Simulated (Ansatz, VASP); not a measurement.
# One calculation of InSb, two programs

```
In Sb
1.0
     0.00000    3.31661    3.31661
     3.31661    0.00000    3.31661
     3.31661    3.31661    0.00000
In Sb
1 1
Cartesian
  0.0000 0.0000 0.0000
  4.9749 4.9749 4.9749
```

Alike in both runs: task relaxation of cell and atoms; functional r2SCAN; k mesh 12 × 12 × 12; occupations gaussian, width 0.1 eV; no spin polarisation.

```csv
,VASP,Ansatz
version,VASP 6.6.1,Ansatz 0.2.0
potentials or method,"VASP PAW PBE potentials, release 64 (In_d, Sb), cutoff 600 eV","scalar-relativistic, plane waves, PAW"
valence electrons in the cell,18,28
```

```tsv
	VASP	Ansatz	Ansatz less VASP
gap on the k mesh at the Fermi level, each at its own relaxed structure (eV)	none	none	-
relaxed volume (Å³/atom)	35.24	35.25	+0.006
relaxed cell length with the largest relative difference (Å)	4.637	4.637	+0.0003
```

VASP's potentials were made for PBE, not for r2SCAN. A gap of «none» marks a metal or a gap that the smearing closes. VASP's potentials hold 18 valence electrons a cell and Ansatz's 28, so a difference there can come from the potentials and not from the codes.

Neither program's run includes spin-orbit coupling.
